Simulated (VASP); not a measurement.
Zn3CdTe4, 8 atoms in the cell. The typed cell holds 8 atoms: a = 4.555 Å, b = 6.436 Å, c = 8.916 Å, α = 89.14°, β = 88.92°, γ = 89.65°. 

```yaml
Program: VASP 6.6.1
Task: relaxation of cell and atoms
Functional: PBE
Potentials_or_basis: VASP PAW PBE potentials, release 64 (Zn, Cd, Te)
Cutoff: 600 eV
k_mesh: 4 × 2 × 2
Occupations: gaussian, width 0.1 eV
Spin: no spin polarisation
Dipole_correction: no
Further_INCAR_settings: ALGO = Normal; EDIFF = 1e-07; IBRION = 2; EDIFFG = -0.025; NSW = 80; ISIF = 3
```

Potentials or basis: VASP PAW PBE potentials, release 64 (Zn, Cd, Te).

Run with:

```sh
$ cat potpaw_PBE.64/Zn/POTCAR potpaw_PBE.64/Cd/POTCAR potpaw_PBE.64/Te/POTCAR > POTCAR
$ mpirun -np 1 vasp_std > vasp.out
```

Hardware: 1 thread of Oxide Virtual Turin-like Processor (shared host).

**Question.** Estimate the wall time of this run.

**Answer.** It took 43 min on 1 thread of Oxide Virtual Turin-like Processor, on a shared host, peak memory 0.47 GiB. Counts: scf iterations 149, k points 12, ion steps 16.
